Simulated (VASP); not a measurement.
MgTl, 2 atoms in the cell. Symmetry: Pm-3m, No. 221, cubic system. The conventional cell has a = 3.628 Å, b = 3.628 Å, c = 3.628 Å, α = 90.00°, β = 90.00°, γ = 90.00°. Within 4.1 Å of Mg (site symmetry m-3m) lie 8 Tl at 3.14 Å and 6 Mg at 3.63 Å. Within 4.1 Å of Tl (site symmetry m-3m) lie 8 Mg at 3.14 Å and 6 Tl at 3.63 Å. 

* Program: VASP 6.6.1
* Task: single point
* Functional: BLYP
* Potentials or basis: VASP PAW PBE potentials, release 64 (Mg, Tl_d)
* Cutoff: 520 eV
* k mesh: 6 × 6 × 6
* Occupations: fermi-dirac, width 0.15 eV
* Spin: no spin polarisation
* Dipole correction: no
* Further INCAR settings: ALGO = Normal; EDIFF = 1e-06; NBANDS = 14

Potentials or basis: VASP PAW PBE potentials, release 64 (Mg, Tl_d).

Run with:

```sh
$ cat potpaw_PBE.64/Mg/POTCAR potpaw_PBE.64/Tl_d/POTCAR > POTCAR
$ mpirun -np 1 vasp_std > vasp.out
```

Hardware: 1 thread of AMD EPYC 7R13 Processor (Zen 3), with other jobs on the host.

**Question.** How long does it take, and how much memory?

**Answer.** It took 18 s on 1 thread of AMD EPYC 7R13 Processor (Zen 3) (shared host), peak memory 0.13 GiB. Counts: scf iterations 11, k points 20.
